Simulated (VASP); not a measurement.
# AgI (P6_3mc) in VASP: further runs, part 2 of 2

VASP 6.6.1.

## (3) Single point, r2SCAN

Input file POSCAR:

```
AgI
1.0
    4.1494321873      0.0000000000      0.0000000000
   -2.0747160936      3.5935136854      0.0000000000
    0.0000000000      0.0000000000      7.8626328476
Ag I
2 2
Direct
    0.3333333333      0.6666666667      0.0228865913
    0.6666666667      0.3333333333      0.5228865913
    0.3333333333      0.6666666667      0.3570134087
    0.6666666667      0.3333333333      0.8570134087
```

Input file INCAR.step1:

```
ALGO = Normal ; EDIFF = 1E-5
ENCUT = 550 ; GGA = PE
GGA_COMPAT = F ; ISMEAR = 0
LASPH = T ; LCHARG = F
LREAL = F ; LWAVE = T
NBANDS = 26 ; NELM = 120
PREC = Accurate ; SIGMA = 0.02
```

Input file INCAR.step2:

```
ALGO = Normal ; EDIFF = 1E-6
ENCUT = 550 ; GGA_COMPAT = F
ISIF = 2 ; ISMEAR = 0
ISTART = 1 ; LASPH = T
LCHARG = F ; LMIXTAU = T
LREAL = F ; LWAVE = F
METAGGA = R2SCAN ; NBANDS = 26
NELM = 120 ; PREC = Accurate
SIGMA = 0.02
```

Input file KPOINTS:

```
k-points
0
Gamma
  6 6 4
```

Potentials or basis: VASP PAW PBE potentials, release 64 (Ag, I).

Launch:

```
> cat potpaw_PBE.64/Ag/POTCAR potpaw_PBE.64/I/POTCAR > POTCAR
> cp INCAR.step1 INCAR
> mpirun -np 1 vasp_std > vasp.out
> cp INCAR.step2 INCAR
> mpirun -np 1 vasp_std > vasp.out
```

OUTCAR:

```text
EDIFF = 1E-6
   ENCUT = 550
   ISIF = 2
   ISMEAR = 0
   ISTART = 1
   LASPH = T
   LREAL = F
   METAGGA = R2SCAN
   NELM = 120
   PREC = Accurate

 ion  position               nearest neighbor table
   1  0.333  0.667  0.023-   3 2.63   4 2.73   4 2.73   4 2.73
   2  0.667  0.333  0.523-   4 2.63   3 2.73   3 2.73   3 2.73
   3  0.333  0.667  0.357-   1 2.63   2 2.73   2 2.73   2 2.73
   4  0.667  0.333  0.857-   2 2.63   1 2.73   1 2.73   1 2.73

  LATTYP: Found a hexagonal cell.
 ALAT       =     4.1494321873
 C/A-ratio  =     1.8948695852

  Lattice vectors:

 A1 = (   4.1494321873,   0.0000000000,   0.0000000000)
 A2 = (  -2.0747160936,   3.5935136854,   0.0000000000)
 A3 = (   0.0000000000,   0.0000000000,   7.8626328476)

Analysis of symmetry for initial positions (statically):
=====================================================================
 Subroutine PRICEL returns:
 Original cell was already a primitive cell.

 Routine SETGRP: Setting up the symmetry group for a
 hexagonal supercell.

 Subroutine GETGRP returns: Found 12 space group operations
 (whereof  6 operations were pure point group operations)
 out of a pool of 24 trial point group operations.

The static configuration has the point symmetry C_3v.
 The point group associated with its full space group is C_6v.

Analysis of symmetry for dynamics (positions and initial velocities):
=====================================================================
 Subroutine PRICEL returns:
 Original cell was already a primitive cell.

 Routine SETGRP: Setting up the symmetry group for a
 hexagonal supercell.

 Subroutine GETGRP returns: Found 12 space group operations
 (whereof  6 operations were pure point group operations)
[... 116 lines left out ...]
   EMIN   =  10.00;   EMAX   =-10.00  energy-range for DOS
   EFERMI =   0.00;   METHOD = LEGACY
   ISMEAR =     0;   SIGMA  =   0.02  broadening in eV -4-tet -1-fermi 0-gaus
   EFERMI_NEDOS =   21; number of points for ismear=-14 and -15
   IALGO  =     38    algorithm
   IMIX   =      4    mixing-type and parameters
     AMIX     =   0.40;   BMIX     =  1.00
     AMIX_MAG =   1.60;   BMIX_MAG =  1.00
  volume/ion in A,a.u.               =      29.31       197.79
  Fermi-wavevector in a.u.,A,eV,Ry     =   1.104461  2.087128 16.596847  1.219834
  Thomas-Fermi vector in A             =   2.240934
   LORBIT       =      0    0 simple, 1 ext, 2 COOP (PROOUT), +10 PAW based schemes
   METAGGA = R2SCAN    functional components
   LHFCALC =     F    Hartree Fock is set to
   AEXX    =    0.0000 exact exchange contribution
   IVDW    =     0    specifies the selected vdW correction
   LEPSILON=     F    determine dielectric tensor
   LRPA    =     F    only Hartree local field effects (RPA)
 non-spin polarized calculation
 Gauss-broadening in eV      SIGMA  =   0.02
  energy-cutoff  :      550.00
  volume of cell :      117.24
 maximum number of plane-waves:      3450
 NGX is ok and might be reduce to    32
   NGX = 15   NGY = 15   NGZ = 31

 number of electron      35.9999999 magnetization

 Free energy of the ion-electron system (eV)
  ---------------------------------------------------
  ext. energy  EPLUGINS =         0.00000000
  ---------------------------------------------------
  free energy    TOTEN  =       -92.49637832 eV

  energy without entropy =      -92.49637832  energy(sigma->0) =      -92.49637832

 E-fermi :   4.8858     XC(G=0):  -9.7541

 val. band max:        4.7540897362   @ k =   0.0000   0.0000   0.0000
 cond. band min:       6.3494510454   @ k =   0.0000   0.0000   0.0000
 fundamental gap:      1.5953613092
 Fermi energy:         4.8857566142

 k-point     1 :       0.0000    0.0000    0.0000
  band No.  band energies     occupation
      1      -9.3686      2.00000
      2      -9.0040      2.00000
      3      -0.8656      2.00000
      4      -0.8087      2.00000
      5      -0.2436      2.00000
      6      -0.2436      2.00000
[... 598 lines left out ...]
     25      13.5541      0.00000
     26      13.5541      0.00000

------------------------ aborting loop because EDIFF is reached ----------------------------------------

  FORCE on cell =-STRESS in cart. coord.  units (eV):
  Direction    XX          YY          ZZ          XY          YZ          ZX
  --------------------------------------------------------------------------------------
  -------------------------------------------------------------------------------------
  Total        5.7523772      5.7523772      5.6754352      0.0000000     -0.0000000      0.0000000
  in kB       78.6107545     78.6107545     77.5592823      0.0000000     -0.0000000      0.0000000
  external PRESSURE =      78.2602637 kB  Pullay stress =       0.0000000 kB

 VOLUME and BASIS-vectors are now :
 -----------------------------------------------------------------------------
  energy-cutoff  :      550.00
  volume of cell :      117.24
      direct lattice vectors                 reciprocal lattice vectors
     4.149432187  0.000000000  0.000000000     0.240996829  0.139139584  0.000000000
    -2.074716094  3.593513685  0.000000000     0.000000000  0.278279168  0.000000000
     0.000000000  0.000000000  7.862632848     0.000000000  0.000000000  0.127183861

 POSITION                                       TOTAL-FORCE (eV/Angst)
 -----------------------------------------------------------------------------------
     -0.00000      2.39568      0.17995         0.000000     -0.000000      0.003997
      2.07472      1.19784      4.11127        -0.000000      0.000000      0.003997
     -0.00000      2.39568      2.80707        -0.000000      0.000000     -0.003997
      2.07472      1.19784      6.73838         0.000000      0.000000     -0.003997
 -----------------------------------------------------------------------------------
    total drift:                               -0.000000      0.000000      0.000199

  FREE ENERGIE OF THE ION-ELECTRON SYSTEM (eV)
  ---------------------------------------------------
  free  energy   TOTEN  =       -92.4963783235 eV

  energy  without entropy=      -92.4963783235  energy(sigma->0) =      -92.49637832
```

OSZICAR.step1:

```text
N       E                     dE             d eps       ncg     rms          rms(c)
DAV:   1     0.217259845707E+03    0.21726E+03   -0.16851E+04  1092   0.128E+03
DAV:   2     0.132345969860E+01   -0.21594E+03   -0.20741E+03  1238   0.254E+02
DAV:   3    -0.898701617393E+01   -0.10310E+02   -0.10255E+02  1318   0.549E+01
DAV:   4    -0.916067466249E+01   -0.17366E+00   -0.17359E+00  1400   0.688E+00
DAV:   5    -0.916272647671E+01   -0.20518E-02   -0.20517E-02  1266   0.731E-01    0.102E+01
DAV:   6    -0.890353060025E+01    0.25920E+00   -0.88484E-01  1144   0.105E+01    0.738E+00
DAV:   7    -0.889976276861E+01    0.37678E-02   -0.20247E-01  1140   0.206E+00    0.216E+00
DAV:   8    -0.889831706999E+01    0.14457E-02   -0.81231E-03  1172   0.798E-01    0.580E-01
DAV:   9    -0.889824457888E+01    0.72491E-04   -0.33162E-03  1208   0.394E-01    0.114E-01
DAV:  10    -0.889826412120E+01   -0.19542E-04   -0.19793E-04  1296   0.154E-01    0.310E-02
DAV:  11    -0.889828612078E+01   -0.22000E-04   -0.41894E-05  1218   0.372E-02    0.257E-02
DAV:  12    -0.889828949556E+01   -0.33748E-05   -0.18435E-05   824   0.386E-02
   1 F= -.88982895E+01 E0= -.88982895E+01  d E =-.162918E-22
```

It took 3.3 min on 1 thread of Intel Xeon Platinum 8259CL at 2.50GHz (Skylake/Cascade Lake), shared host; peak memory 0.28 GiB.

What came out:

| Property | Result |
| --- | --- |
| Free energy | -92.4964 eV |
| Pressure | 7.8 GPa |
| Largest force | 0.004 eV/Å |
| Band gap on the k mesh | 1.60 eV |

Forces on the atoms (eV/Å):
```
Ag   0.000  0.000  0.004
Ag   0.000  0.000  0.004
I    0.000  0.000 -0.004
I    0.000  0.000 -0.004
```

Caveat: the cell stands under pressure; the PAW data sets were made with another functional, which shifts forces and pressure a little; spin-orbit coupling is left out, which moves the levels of the heavy elements.

## (4) Single point, r2SCAN

This run uses another cell than the first one, of 32.76 Å³/atom.

Input file POSCAR:

```
AgI
1.0
    4.5217920101      0.0000000000      0.0000000000
   -2.2608960051      3.9159867514      0.0000000000
    0.0000000000      0.0000000000      7.3993997134
Ag I
2 2
Direct
    0.3333333333      0.6666666667      0.0026667967
    0.6666666667      0.3333333333      0.5026667967
    0.3333333333      0.6666666667      0.3772332033
    0.6666666667      0.3333333333      0.8772332033
```

Input file INCAR.step1:

```
ALGO = Normal
EDIFF = 1E-5
ENCUT = 550
GGA = PE
GGA_COMPAT = False
ISMEAR = 0
LASPH = True
LCHARG = False
LREAL = False
LWAVE = True
NBANDS = 26
NELM = 120
PREC = Accurate
SIGMA = 0.02
```

Input file INCAR.step2:

```
ALGO = Normal
EDIFF = 1E-6
ENCUT = 550
GGA_COMPAT = False
ISIF = 2
ISMEAR = 0
ISTART = 1
LASPH = True
LCHARG = False
LMIXTAU = True
LREAL = False
LWAVE = False
METAGGA = R2SCAN
NBANDS = 26
NELM = 120
PREC = Accurate
SIGMA = 0.02
```

KPOINTS is that of step 3.

Launch:

```
> cat potpaw_PBE.64/Ag/POTCAR potpaw_PBE.64/I/POTCAR > POTCAR
> cp INCAR.step1 INCAR
> mpirun -np 1 vasp_std > vasp.out
> cp INCAR.step2 INCAR
> mpirun -np 1 vasp_std > vasp.out
```

Run time: 3.9 min. Hardware: 1 thread of Intel Xeon Platinum 8259CL at 2.50GHz (Skylake/Cascade Lake), shared host; peak memory 0.33 GiB.

The run converged. Its results:

| Property | Result |
| --- | --- |
| Free energy | -92.9618 eV |
| Pressure | 2.8 GPa |
| Largest force | 0.006 eV/Å |
| Band gap on the k mesh | 1.84 eV |

Forces in eV/Å, atoms in the order of the input:
```
Ag   0.000  0.000  0.006
Ag   0.000  0.000  0.006
I    0.000  0.000 -0.006
I    0.000  0.000 -0.006
```

Levels at points of the mesh, in eV from the valence-band top:
```
           k point  band 15  band 16  band 17  band 18  band 19  band 20  band 21  band 22
(0.00, 0.00, 0.00)    -0.80    -0.08     0.00     0.00     1.84     3.05     6.13     6.13
(0.50, 0.00, 0.00)    -2.41    -1.99    -1.16    -0.80     3.78     3.86     5.00     6.41
(0.00, 0.00, 0.50)    -0.41    -0.41    -0.41    -0.41     3.13     3.13     6.02     6.02
(0.50, 0.00, 0.50)    -1.39    -1.39    -1.37    -1.37     3.58     3.58     5.17     5.17
```

Caveat: the PAW data sets were made with another functional, which shifts forces and pressure a little; spin-orbit coupling is left out, which moves the levels of the heavy elements.

## (5) Single point, r2SCAN

This run uses another cell than the first one, of 32.76 Å³/atom.

POSCAR is that of step 4.

Input file INCAR.step1:

```
SYSTEM = AgI
PREC = Accurate
ENCUT = 550
ISMEAR = 0
SIGMA = 0.02
LREAL = .FALSE.
LASPH = .TRUE.
NELM = 120
NBANDS = 26
GGA = PE
ALGO = Normal
EDIFF = 1E-5
LWAVE = .TRUE.
LCHARG = .FALSE.
GGA_COMPAT = .FALSE.
```

Input file INCAR.step2:

```
SYSTEM = AgI
PREC = Accurate
ENCUT = 550
EDIFF = 1E-6
ISMEAR = 0
SIGMA = 0.02
LREAL = .FALSE.
LASPH = .TRUE.
NELM = 120
ALGO = Normal
ISIF = 2
LWAVE = .FALSE.
LCHARG = .TRUE.
METAGGA = R2SCAN
LMIXTAU = .TRUE.
LELF = .TRUE.
LVHAR = .TRUE.
NBANDS = 26
ISTART = 1
GGA_COMPAT = .FALSE.
```

Input file KPOINTS:

```
regular mesh
0
G
  6 6 4
  0 0 0
```

Launch:

```
> cat potpaw_PBE.64/Ag/POTCAR potpaw_PBE.64/I/POTCAR > POTCAR
> cp INCAR.step1 INCAR
> mpirun -np 1 vasp_std > vasp.out
> cp INCAR.step2 INCAR
> mpirun -np 1 vasp_std > vasp.out
```

It took 4 min on 1 thread of Intel Xeon Platinum 8259CL at 2.50GHz (Skylake/Cascade Lake), shared host; peak memory 0.32 GiB.

It converged, with:

```
Free energy            : -92.9618 eV
Pressure               : 2.8 GPa
Largest force          : 0.006 eV/Å
Band gap on the k mesh : 1.84 eV
```

Forces in eV/Å, atoms in the order of the input:
```
Ag   0.000  0.000  0.006
Ag   0.000  0.000  0.006
I    0.000  0.000 -0.006
I    0.000  0.000 -0.006
```

Levels at points of the mesh, in eV from the valence-band top:
```
           k point  band 16  band 17  band 18  band 19  band 20  band 21
(0.00, 0.00, 0.00)    -0.08     0.00     0.00     1.84     3.05     6.13
(0.50, 0.00, 0.00)    -1.99    -1.16    -0.80     3.78     3.86     5.00
(0.00, 0.00, 0.50)    -0.41    -0.41    -0.41     3.13     3.13     6.02
(0.50, 0.00, 0.50)    -1.39    -1.37    -1.37     3.58     3.58     5.17
```

Caveat: the PAW data sets were made with another functional, which shifts forces and pressure a little; spin-orbit coupling is left out, which moves the levels of the heavy elements.

## (6) Single point, r2SCAN

This run uses another cell than the first one, of 35.60 Å³/atom.

Input file POSCAR:

```
AgI
1.0
    4.6554397713      0.0000000000      0.0000000000
   -2.3277198857      4.0317291078      0.0000000000
    0.0000000000      0.0000000000      7.5871738144
Ag I
2 2
Direct
    0.3333333333      0.6666666667      0.0020184001
    0.6666666667      0.3333333333      0.5020184001
    0.3333333333      0.6666666667      0.3778815999
    0.6666666667      0.3333333333      0.8778815999
```

Input file INCAR.step1:

```
  ALGO = Normal
  EDIFF = 1E-5
  ENCUT = 550
  GGA = PE
  GGA_COMPAT = F
  ISMEAR = 0
  LASPH = T
  LCHARG = F
  LREAL = F
  LWAVE = T
  NBANDS = 26
  NELM = 120
  PREC = Accurate
  SIGMA = 0.02
```

Input file INCAR.step2:

```
  ALGO = Normal
  EDIFF = 1E-6
  ENCUT = 550
  GGA_COMPAT = F
  ISIF = 2
  ISMEAR = 0
  ISTART = 1
  LASPH = T
  LCHARG = F
  LMIXTAU = T
  LREAL = F
  LWAVE = F
  METAGGA = R2SCAN
  NBANDS = 26
  NELM = 120
  PREC = Accurate
  SIGMA = 0.02
```

Input file KPOINTS:

```
k-points
0
Gamma
  6 6 4
```

Potentials or basis: VASP PAW PBE potentials, release 64 (Ag, I).

Launch:

```
> cat potpaw_PBE.64/Ag/POTCAR potpaw_PBE.64/I/POTCAR > POTCAR
> cp INCAR.step1 INCAR
> mpirun -np 1 vasp_std > vasp.out
> cp INCAR.step2 INCAR
> mpirun -np 1 vasp_std > vasp.out
```

Run time: 3.7 min. Hardware: 1 thread of Intel Xeon Platinum 8259CL at 2.50GHz (Skylake/Cascade Lake), shared host; peak memory 0.33 GiB.

It converged, with:

```
Free energy            : -93.0523 eV
Pressure               : -0.1 GPa
Band gap on the k mesh : 1.83 eV
```

Levels at points of the mesh, in eV from the valence-band top:
| k point | band 14 | band 15 | band 16 | band 17 | band 18 | band 19 | band 20 | band 21 | band 22 | band 23 |
| --- | --- | --- | --- | --- | --- | --- | --- | --- | --- | --- |
| (0.00, 0.00, 0.00) | -0.67 | -0.67 | -0.06 | 0.00 | 0.00 | 1.83 | 3.08 | 6.28 | 6.28 | 6.48 |
| (0.50, 0.00, 0.00) | -2.49 | -2.08 | -1.70 | -0.97 | -0.68 | 3.77 | 3.97 | 5.15 | 6.27 | 6.73 |
| (0.00, 0.00, 0.50) | -1.58 | -0.35 | -0.35 | -0.35 | -0.35 | 3.09 | 3.09 | 6.03 | 6.03 | 6.56 |
| (0.50, 0.00, 0.50) | -2.67 | -1.19 | -1.19 | -1.16 | -1.16 | 3.68 | 3.68 | 5.28 | 5.28 | 7.68 |

Caveat: the PAW data sets were made with another functional, which shifts forces and pressure a little; spin-orbit coupling is left out, which moves the levels of the heavy elements.

## (7) Overview

```csv
cell,gap on the mesh (eV),pressure (GPa)
"a = 4.149, b = 4.149, c = 7.863 Å, angles 90.0, 90.0, 120.0°, 4 atoms, atomic positions A",1.60,7.8
"a = 4.522, b = 4.522, c = 7.399 Å, angles 90.0, 90.0, 120.0°, 4 atoms, atomic positions B",1.84,2.8
"a = 4.655, b = 4.655, c = 7.587 Å, angles 90.0, 90.0, 120.0°, 4 atoms, atomic positions C",1.83,-0.1
```

Alike in all rows: task single point; level r2SCAN; potentials or basis VASP PAW PBE potentials, release 64 (Ag, I); no spin polarisation; k mesh 6 × 6 × 4; cutoff (eV) 550; smearing gaussian 0.02 eV.

Caveats: the PAW data sets were made with another functional, which shifts forces and pressure a little; spin-orbit coupling is left out, which moves the levels of the heavy elements; the cell stands under pressure (at least some runs).

Total energies depend on the potentials used, so only differences within one code and one set of settings carry meaning.
